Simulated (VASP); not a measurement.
# Sb (Fm-3m) in VASP: a series of runs

Sb is run at these levels: PBEsol; tasks: single point.

Program: VASP 6.6.1. These are calculated values, not measurements. Logs are shortened: lines on timing, memory, paths and dates and some standing lists are left out, and cuts for length are marked.

### Step 1. The cell of the first run

The structure is cubic, space group Fm-3m (No. 225). The conventional cell has a = 3.613 Å, b = 3.613 Å, c = 3.613 Å, α = 90.00°, β = 90.00°, γ = 90.00°. Sb (site symmetry m-3m) has 12 Sb at 2.56 Å within 3.4 Å.

This isn't the form of Sb at room conditions, which is rhombohedral.

### Step 2. Single point, PBEsol (11.80 Å³/atom)

Input file POSCAR:

```
Sb
1.0
    0.0000000000      1.8067445500      1.8067445500
    1.8067445500      0.0000000000      1.8067445500
    1.8067445500      1.8067445500      0.0000000000
Sb
1
Direct
    0.0000000000      0.0000000000      0.0000000000
```

Input file INCAR.step1:

```
PREC = Accurate
ENCUT = 520
EDIFF = 1E-6
ISMEAR = -1
SIGMA = 0.1
LREAL = F
LASPH = T
NELM = 80
ALGO = Normal
ISIF = 2
LWAVE = F
LCHARG = T
GGA = PS
NBANDS = 8
```

Input file KPOINTS.step1:

```
Automatic mesh
0
Gamma
  15 15 15
```

Input file INCAR.step2:

```
PREC = Accurate
ENCUT = 520
EDIFF = 1E-6
ISMEAR = -5
SIGMA = 0.1
LREAL = F
LASPH = T
NELM = 80
ALGO = Normal
ISIF = 2
LWAVE = F
LCHARG = F
GGA = PS
LORBIT = 11
NEDOS = 2001
ICHARG = 11
```

Input file KPOINTS.step2:

```
Automatic mesh
0
Gamma
  23 23 23
```

Potentials or basis: VASP PAW PBE potentials, release 64 (Sb).

On the command line:

```console
> cat potpaw_PBE.64/Sb/POTCAR > POTCAR
> cp INCAR.step1 INCAR
> cp KPOINTS.step1 KPOINTS
> mpirun -np 1 vasp_std > vasp.out
> cp INCAR.step2 INCAR
> cp KPOINTS.step2 KPOINTS
> mpirun -np 1 vasp_std > vasp.out
```

OUTCAR:

```text
PREC = Accurate
   ENCUT = 520
   EDIFF = 1E-6
   ISMEAR = -5
   LREAL = F
   LASPH = T
   NELM = 80
   ISIF = 2
   GGA = PS
   LORBIT = 11
   ICHARG = 11

 ion  position               nearest neighbor table
   1  0.000  0.000  0.000-

  LATTYP: Found a face centered cubic cell.
 ALAT       =     3.6134891000

  Lattice vectors:

 A1 = (   0.0000000000,   1.8067445500,   1.8067445500)
 A2 = (   1.8067445500,   0.0000000000,   1.8067445500)
 A3 = (   1.8067445500,   1.8067445500,   0.0000000000)

Analysis of symmetry for initial positions (statically):
=====================================================================
 Subroutine PRICEL returns:
 Original cell was already a primitive cell.

 Routine SETGRP: Setting up the symmetry group for a
 face centered cubic supercell.

 Subroutine GETGRP returns: Found 48 space group operations
 (whereof 48 operations were pure point group operations)
 out of a pool of 48 trial point group operations.

The static configuration has the point symmetry O_h .

Analysis of symmetry for dynamics (positions and initial velocities):
=====================================================================
 Subroutine PRICEL returns:
 Original cell was already a primitive cell.

 Routine SETGRP: Setting up the symmetry group for a
 face centered cubic supercell.

 Subroutine GETGRP returns: Found 48 space group operations
 (whereof 48 operations were pure point group operations)
 out of a pool of 48 trial point group operations.

The dynamic configuration has the point symmetry O_h .

 Subroutine INISYM returns: Found 48 space group operations
 (whereof 48 operations are pure point group operations),
 and found     1 'primitive' translations

----------------------------------------------------------------------------------------

                                     Primitive cell

  volume of cell :      11.7956

  direct lattice vectors                    reciprocal lattice vectors
     0.000000000  1.806744550  1.806744550    -0.276740838  0.276740838  0.276740838
     1.806744550  0.000000000  1.806744550     0.276740838 -0.276740838  0.276740838
     1.806744550  1.806744550  0.000000000     0.276740838  0.276740838 -0.276740838

  length of vectors
     2.555122646  2.555122646  2.555122646     0.479329191  0.479329191  0.479329191

  position of ions in fractional coordinates (direct lattice)
     0.000000000  0.000000000  0.000000000

  ion indices of the primitive-cell ions
   primitive index   ion index
                 1           1

----------------------------------------------------------------------------------------

 KPOINTS: Automatic mesh

Automatic generation of k-mesh.
 Grid dimensions read from file:
 generate k-points for:   23   23   23

 Generating k-lattice:

  Cartesian coordinates                     Fractional coordinates (reciprocal lattice)
    -0.012032210  0.012032210  0.012032210     0.043478261  0.000000000  0.000000000
     0.012032210 -0.012032210  0.012032210     0.000000000  0.043478261  0.000000000
     0.012032210  0.012032210 -0.012032210     0.000000000  0.000000000  0.043478261

  Length of vectors
     0.020840400  0.020840400  0.020840400

  Shift w.r.t. Gamma in fractional coordinates (k-lattice)
     0.000000000  0.000000000  0.000000000

 TETIRR: Found   1662 inequivalent tetrahedra from    73002

 Subroutine IBZKPT returns following result:
 ===========================================

 Found    364 irreducible k-points:

 Following reciprocal coordinates:
            Coordinates               Weight
  0.000000  0.000000  0.000000      1.000000
  0.043478  0.000000  0.000000      8.000000
  0.086957  0.000000  0.000000      8.000000
  0.130435  0.000000  0.000000      8.000000
  0.173913  0.000000  0.000000      8.000000
  0.217391  0.000000  0.000000      8.000000
[... 16 lines left out ...]
  0.478261  0.043478  0.000000     24.000000
 -0.478261  0.043478  0.000000     24.000000
 [... further k-points ...]
   k-points           NKPTS =    364   k-points in BZ     NKDIM =    364   number of bands    NBANDS=      6
   number of dos      NEDOS =   2001   number of ions     NIONS =      1
   total plane-waves  NPLWV =   8000
   dimension x,y,z NGX =    20 NGY =   20 NGZ =   20
   dimension x,y,z NGXF=    40 NGYF=   40 NGZF=   40
   ions per type =               1
   NGX,Y,Z   is equivalent  to a cutoff of  13.01, 13.01, 13.01 a.u.
   NGXF,Y,Z  is equivalent  to a cutoff of  26.03, 26.03, 26.03 a.u.
 SYSTEM =  unknown system
   PREC   = accura    normal or accurate (medium, high low for compatibility)
   ISTART =      0    job   : 0-new  1-cont  2-samecut
   ICHARG =     11    charge: 1-file 2-atom 10-const
   ISPIN  =      1    spin polarized calculation?
   LNONCOLLINEAR =      F non collinear calculations
   LSORBIT =      F    spin-orbit coupling
   LASPH  =      T    aspherical Exc in radial PAW
   ENCUT  =  520.0 eV  38.22 Ry    6.18 a.u.   4.75  4.75  4.75*2*pi/ulx,y,z
   NELM   =     80;   NELMIN=  2; NELMDL=  0     # of ELM steps
   EDIFF  = 0.1E-05   stopping-criterion for ELM
   LREAL  =      F    real-space projection
   EDIFFG = 0.1E-04   stopping-criterion for IOM
   NSW    =      0    number of steps for IOM
   IBRION =     -1    ionic relax: 0-MD 1-quasi-New 2-CG
   NFREE  =      0    steps in history (QN), initial steepest desc. (CG)
   ISIF   =      2    stress and relaxation
   ISYM   =      2    0-nonsym 1-usesym 2-fastsym
   POTIM  = 0.5000    time-step for ionic-motion
   TEBEG  =    0.0;   TEEND  =   0.0 temperature during run
   PSTRESS=    0.0 pullay stress
   NELECT =       5.0000    total number of electrons
   NUPDOWN=      -1.0000    fix difference up-down
   EMIN   =  10.00;   EMAX   =-10.00  energy-range for DOS
   EFERMI =   0.00;   METHOD = LEGACY
   ISMEAR =    -5;   SIGMA  =   0.10  broadening in eV -4-tet -1-fermi 0-gaus
   EFERMI_NEDOS =   21; number of points for ismear=-14 and -15
   IALGO  =     38    algorithm
   IMIX   =      4    mixing-type and parameters
     AMIX     =   0.40;   BMIX     =  1.00
     AMIX_MAG =   1.60;   BMIX_MAG =  1.00
  volume/ion in A,a.u.               =      11.80        79.60
  Fermi-wavevector in a.u.,A,eV,Ry     =   1.229772  2.323933 20.576638  1.512340
  Thomas-Fermi vector in A             =   2.364647
   LORBIT       =     11    0 simple, 1 ext, 2 COOP (PROOUT), +10 PAW based schemes
   GGA     = PS    functional components
   LHFCALC =     F    Hartree Fock is set to
   AEXX    =    0.0000 exact exchange contribution
   IVDW    =     0    specifies the selected vdW correction
   LEPSILON=     F    determine dielectric tensor
   LRPA    =     F    only Hartree local field effects (RPA)
 non-spin polarized calculation
 Fermi weights with tetrahedron method with Bloechl corrections
  energy-cutoff  :      520.00
  volume of cell :       11.80
 maximum number of plane-waves:       331

 number of electron       5.0000000 magnetization

 Free energy of the ion-electron system (eV)
  ---------------------------------------------------
  ext. energy  EPLUGINS =         0.00000000
  ---------------------------------------------------
  free energy    TOTEN  =         3.10267480 eV

  energy without entropy =        3.10267480  energy(sigma->0) =        3.10267480

 E-fermi :  24.4723     XC(G=0): -14.2880

 val. band max:       24.6270665970   @ k =   0.4348   0.4348   0.0000
 cond. band min:      24.3161943739   @ k =  -0.3913   0.3043   0.1304
 fundamental gap:     -0.3108722232
 Fermi energy:        24.4723282672

 k-point     1 :       0.0000    0.0000    0.0000
  band No.  band energies     occupation
      1       1.3268      2.00000
      2      32.3259      0.00000
      3      36.2113      0.00000
      4      36.2113      0.00000
      5      36.2113      0.00000
      6      37.6813      0.00000

 k-point     2 :       0.0435    0.0000    0.0000
  band No.  band energies     occupation
      1       1.4010      2.00000
      2      32.1894      0.00000
      3      35.2040      0.00000
      4      36.0006      0.00000
      5      36.0006      0.00000
      6      37.9541      0.00000

 k-point     3 :       0.0870    0.0000    0.0000
  band No.  band energies     occupation
      1       1.6241      2.00000
      2      31.4749      0.00000
      3      34.0204      0.00000
      4      35.5922      0.00000
      5      35.5922      0.00000
      6      38.5268      0.00000

 k-point     4 :       0.1304    0.0000    0.0000
  band No.  band energies     occupation
      1       1.9973      2.00000
      2      29.8227      0.00000
      3      33.5448      0.00000
      4      35.1680      0.00000
      5      35.1680      0.00000
      6      39.1140      0.00000

 k-point     5 :       0.1739    0.0000    0.0000
  band No.  band energies     occupation
      1       2.5223      2.00000
      2      27.6948      0.00000
      3      33.3773      0.00000
      4      34.7701      0.00000
      5      34.7701      0.00000
      6      39.3437      0.00000
[... 136 lines left out ...]
 k-point    21 :       0.3913    0.0435    0.0000
  band No.  band energies     occupation
      1       7.0997      2.00000
      2      17.1587      2.00000
      3      31.9606      0.00000
      4      32.2392      0.00000
      5      33.4982      0.00000
      6      36.6668      0.00000

 k-point    22 :       0.4348    0.0435    0.0000
  band No.  band energies     occupation
      1       8.5057      2.00000
      2      15.0889      2.00000
      3      31.7679      0.00000
      4      32.2173      0.00000
      5      32.9131      0.00000
      6      36.6260      0.00000

 k-point    23 :       0.4783    0.0435    0.0000
  band No.  band energies     occupation
      1      10.0343      2.00000
      2      13.1756      2.00000
      3      31.6011      0.00000
      4      32.3261      0.00000
      5      32.5162      0.00000
      6      36.6583      0.00000

 k-point    24 :      -0.4783    0.0435    0.0000
  band No.  band energies     occupation
      1      10.9539      2.00000
      2      12.1593      2.00000
      3      31.4442      0.00000
      4      32.3534      0.00000
      5      32.5772      0.00000
      6      36.4702      0.00000

 [... further k-points ...]
[... 5 lines left out ...]
  --------------------------------------------------------------------------------------
  -------------------------------------------------------------------------------------
  Total       25.8807569     25.8807569     25.8807569     -0.0000000      0.0000000      0.0000000
  in kB     3515.3397089   3515.3397089   3515.3397089     -0.0000000      0.0000000      0.0000000
  external PRESSURE =    3515.3397089 kB  Pullay stress =       0.0000000 kB

 VOLUME and BASIS-vectors are now :
 -----------------------------------------------------------------------------
  energy-cutoff  :      520.00
  volume of cell :       11.80
      direct lattice vectors                 reciprocal lattice vectors
     0.000000000  1.806744550  1.806744550    -0.276740838  0.276740838  0.276740838
     1.806744550  0.000000000  1.806744550     0.276740838 -0.276740838  0.276740838
     1.806744550  1.806744550  0.000000000     0.276740838  0.276740838 -0.276740838

 POSITION                                       TOTAL-FORCE (eV/Angst)
 -----------------------------------------------------------------------------------
      0.00000      0.00000      0.00000        -0.000000     -0.000000      0.000000
 -----------------------------------------------------------------------------------
    total drift:                                0.000000      0.000000     -0.000000

  FREE ENERGIE OF THE ION-ELECTRON SYSTEM (eV)
  ---------------------------------------------------
  free  energy   TOTEN  =         3.1026748035 eV

  energy  without entropy=        3.1026748035  energy(sigma->0) =        3.10267480

 total charge

# of ion       s       p       d       tot
------------------------------------------
    1        1.306   1.693   0.334   3.333
```

Run time: 26 s. Hardware: 1 thread of Intel Xeon 8259CL, shared host; peak memory 0.15 GiB.

Results:

```
Valence electrons inside the program's atomic spheres : Sb 3.33
```

Levels at points of the mesh, in eV from the Fermi level:
| k point | band 1 | band 2 | band 3 | band 4 | band 5 | band 6 |
| --- | --- | --- | --- | --- | --- | --- |
| (0.00, 0.00, 0.00) | -23.15 | 7.85 | 11.74 | 11.74 | 11.74 | 13.21 |

Caveat: the PAW data sets were made with another functional, which shifts forces and pressure a little; spin-orbit coupling is left out, which moves the levels of the heavy elements; tetrahedron occupations give inexact forces and stress in metals.

### Step 3. Single point, PBEsol (19.92 Å³/atom)

This run uses another cell than the first one, of 19.92 Å³/atom.

Input file POSCAR:

```
Sb
1.0
    0.0000000000      2.1516111169      2.1516111169
    2.1516111169      0.0000000000      2.1516111169
    2.1516111169      2.1516111169      0.0000000000
Sb
1
Direct
    0.0000000000      0.0000000000      0.0000000000
```

Input file INCAR.step1:

```
SYSTEM = Sb
ALGO = Normal
EDIFF = 1E-7
ENCUT = 520
GGA = PS
ISIF = 2
ISMEAR = -1
LASPH = .True.
LCHARG = .True.
LREAL = .False.
LWAVE = .False.
NBANDS = 8
NELM = 80
PREC = Accurate
SIGMA = 0.1
```

Input file KPOINTS.step1:

```
k-points
0
Gamma
  15 15 15
  0 0 0
```

Input file INCAR.step2:

```
SYSTEM = Sb
ALGO = Normal
EDIFF = 1E-7
ENCUT = 520
GGA = PS
ICHARG = 11
ISIF = 2
ISMEAR = -5
LASPH = .True.
LCHARG = .False.
LORBIT = 10
LREAL = .False.
LWAVE = .False.
NBANDS = 8
NEDOS = 1001
NELM = 80
PREC = Accurate
SIGMA = 0.1
```

Input file KPOINTS.step2:

```
k-points
0
Gamma
  23 23 23
  0 0 0
```

Potentials or basis: VASP PAW PBE potentials, release 64 (Sb).

On the command line:

```console
> cat potpaw_PBE.64/Sb/POTCAR > POTCAR
> cp INCAR.step1 INCAR
> cp KPOINTS.step1 KPOINTS
> mpirun -np 1 vasp_std > vasp.out
> cp INCAR.step2 INCAR
> cp KPOINTS.step2 KPOINTS
> mpirun -np 1 vasp_std > vasp.out
```

Wall time 38 s (1 thread of Intel Xeon 8259CL, shared host); peak memory 0.18 GiB.

It converged, with:

```yaml
Valence_electrons_inside_the_program's_atomic_spheres: Sb 2.52
```

Levels at points of the mesh, in eV from the Fermi level:
```
           k point  band 1  band 2  band 3  band 4  band 5  band 6
(0.00, 0.00, 0.00)  -15.78    7.76    7.76    7.76   10.00   11.04
```

Caveat: the PAW data sets were made with another functional, which shifts forces and pressure a little; spin-orbit coupling is left out, which moves the levels of the heavy elements; tetrahedron occupations give inexact forces and stress in metals.
